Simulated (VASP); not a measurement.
A run of VASP 6.6.1:

File INCAR:

```
ALGO = Normal ; EDIFF = 1E-6
ENCUT = 520 ; GGA = CA
ISIF = 2 ; ISMEAR = 0
LASPH = True ; LCHARG = False
LREAL = False ; LWAVE = False
NBANDS = 14 ; NELM = 100
PREC = Accurate ; SIGMA = 0.15
```

File KPOINTS:

```
k-points
0
Gamma
  18 18 18
```

The input POSCAR:

```
HfN
1.0
    0.0000000000      2.2786551929      2.2339756793
    2.2786551929      0.0000000000      2.2339756793
    2.2786551929      2.2786551929      0.0000000000
Hf N
1 1
Direct
   -0.0015807754      0.0015807754      0.0015807754
    0.5201434601      0.4798565399      0.4798565399
```

Potentials or basis: VASP PAW LDA potentials, release 64 (Hf_pv, N).

Command:

```console
$ cat potpaw_LDA.64/Hf_pv/POTCAR potpaw_LDA.64/N/POTCAR > POTCAR
$ mpirun -np 1 vasp_std > vasp.out
```

Hardware: 1 thread of AMD EPYC 7R13, with other jobs on the host.

Task: Estimate the wall time of this run.

Result: Wall time 110 s on 1 thread of AMD EPYC 7R13, on a shared host, peak memory 0.38 GiB. Counts: scf iterations 12, k points 865.
